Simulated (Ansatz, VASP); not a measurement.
Ca: VASP beside Ansatz

Contents of INCAR:

```
SYSTEM = Ca
PREC = Accurate ; ENCUT = 600
EDIFF = 1E-6 ; ISMEAR = -1
SIGMA = 0.1 ; LREAL = .FALSE.
LASPH = .TRUE. ; NELM = 100
ALGO = Normal ; ISIF = 3
LWAVE = .FALSE. ; LCHARG = .FALSE.
GGA = PS ; IBRION = 2
NSW = 80 ; EDIFFG = -0.01
```

Contents of KPOINTS:

```
regular mesh
0
G
  9 9 5
  0 0 0
```

POSCAR

```
Ca
1.0
    3.9515900202      0.0000000000      0.0000000000
   -1.9757950101      3.4221773429      0.0000000000
    0.0000000000      0.0000000000      6.4529465031
Ca
2
Direct
    0.3333333333      0.6666666667      0.2500000000
    0.6666666667      0.3333333333      0.7500000000
```

Input for Ansatz:

```yaml
crystal:
  lattice:
    - [3.9515900202, 0.0, 0.0]
    - [-1.9757950101, 3.4221773429, 0.0]
    - [0.0, 0.0, 6.4529465031]
  atoms:
    - { symbol: Ca, position: [0.3333333333, 0.6666666667, 0.25] }
    - { symbol: Ca, position: [0.6666666667, 0.3333333333, 0.75] }
hamiltonian:
  xc: pbesol
  pseudopotentials:
    kind: paw
    azcp:
      Ca: "pseudopotentials/Ca.paw.azcp"
basis:
  ecutwfc: 420
  fft_grid_basis: typed
kpoints:
  mp_grid: { grid: [9, 9, 5], shift: [0, 0, 0] }
magnetization:
  spin_polarized: false
scf:
  occupations: { method: fermi_dirac, width: 0.1 }
relax:
  max_steps: 60
  f_tol: 0.01
  cell: {}
```

Alike in both runs: task relaxation of cell and atoms; functional PBEsol; k mesh 9 × 9 × 5; occupations fermi-dirac, width 0.1 eV; no spin polarisation.

|  | VASP | Ansatz |
| --- | --- | --- |
| version | VASP 6.6.1 | Ansatz 0.2.0 |
| potentials or method | VASP PAW PBE potentials, release 64 (Ca_sv), cutoff 600 eV | plane waves (420 eV) with PAW, scalar-relativistic |
| valence electrons in the cell | 20 | 20 |

```tsv
	VASP	Ansatz	Ansatz less VASP
relaxed volume (Å³/atom)	40.86	40.83	-0.032
relaxed length of the cell vector where the two differ most in proportion (Å)	6.350	6.347	-0.0031
```

VASP's potentials were made for PBE, not for PBEsol, and Ansatz warns of the same on its side.
